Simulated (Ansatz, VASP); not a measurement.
## SrO in VASP and in Ansatz

```xyz
2
Lattice="0.0000 2.5803 2.5803 2.5803 0.0000 2.5803 2.5803 2.5803 0.0000" Properties=species:S:1:pos:R:3 pbc="T T T"
Sr    2.5803    2.5803    2.5803
O     0.0000    0.0000    0.0000
```

Alike in both runs: functional r2SCAN; k mesh 8 × 8 × 8; occupations gaussian, width 0.02 eV; no spin polarisation.

Ansatz relaxed the structure, and its values are those at the end. VASP's run is a single point on that final structure, the one shown.

```csv
,VASP,Ansatz
version,VASP 6.6.1,Ansatz 0.2.0
potentials or method,"VASP PAW PBE potentials, release 64 (Sr_sv, O), cutoff 520 eV","scalar-relativistic, plane waves, PAW"
valence electrons in the cell,16,16
```

```tsv
	VASP	Ansatz	Ansatz less VASP
gap on the k mesh at the Fermi level (eV)	3.75	3.80	+0.052
least direct gap on the mesh (eV)	3.84	3.88	+0.040
pressure (GPa)	0.5	0.0	-0.52
```

VASP's potentials were made for PBE, not for r2SCAN.
